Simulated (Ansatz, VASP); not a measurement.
## One calculation of Hg, two programs

Contents of INCAR:

```
ALGO = Normal ; EDIFF = 1E-6
ENCUT = 550 ; GGA = PE
GGA_COMPAT = F ; ISIF = 2
ISMEAR = -1 ; LASPH = T
LCHARG = T ; LELF = T
LREAL = F ; LVHAR = T
LWAVE = F ; NBANDS = 37
NELM = 120 ; PREC = Accurate
SIGMA = 0.05
```

Contents of KPOINTS:

```
k-points
0
Gamma
  7 7 7
```

The input POSCAR:

```
Hg
1.0
    4.4473209336      0.0000000000      0.0000000000
   -2.2236604668      3.8514929073      0.0000000000
    0.0000000000      0.0000000000      3.7909982407
Hg
3
Direct
    0.6666666667      0.3333333333      0.5000000000
    0.0000000000      0.0000000000      0.0000000000
    0.3333333333      0.6666666667      0.5000000000
```

input.yaml

```yaml
crystal:
  lattice:
    - [4.4473209336, 0.0, 0.0]
    - [-2.2236604668, 3.8514929073, 0.0]
    - [0.0, 0.0, 3.7909982407]
  atoms:
    - { symbol: Hg, position: [0.6666666667, 0.3333333333, 0.5] }
    - { symbol: Hg, position: [0.0, 0.0, 0.0] }
    - { symbol: Hg, position: [0.3333333333, 0.6666666667, 0.5] }
hamiltonian:
  xc: pbe
  pseudopotentials: { kind: paw }
kpoints:
  mp_grid: { grid: [7, 7, 7] }
scf:
  occupations: { method: fermi_dirac, width: 0.05 }
output:
  forces: true
  stress: true
  eigenvalues: true
```

Alike in both runs: task single point; functional PBE; k mesh 7 × 7 × 7; occupations fermi-dirac, width 0.05 eV; no spin polarisation.

|  | VASP | Ansatz |
| --- | --- | --- |
| version | VASP 6.6.1 | Ansatz 0.2.0 |
| potentials or method | VASP PAW PBE potentials, release 64 (Hg_sv_GW) | Ansatz PAW |
| plane-wave cutoff (eV) | 550 | 420 |
| valence electrons in the cell | 60 | 60 |

|  | VASP | Ansatz | Ansatz less VASP |
| --- | --- | --- | --- |
| gap on the k mesh at the Fermi level (eV) | none | none | - |
| pressure (GPa) | 19.1 | 19.3 | +0.23 |
| traceless stress, the component that is largest in VASP (GPa) | -12.61 | -12.51 | +0.099 |

A gap of «none» marks a metal or a gap that the smearing closes. With one functional, cell and mesh, what is left measures potentials, basis and numerics.

Spin-orbit coupling is off throughout.
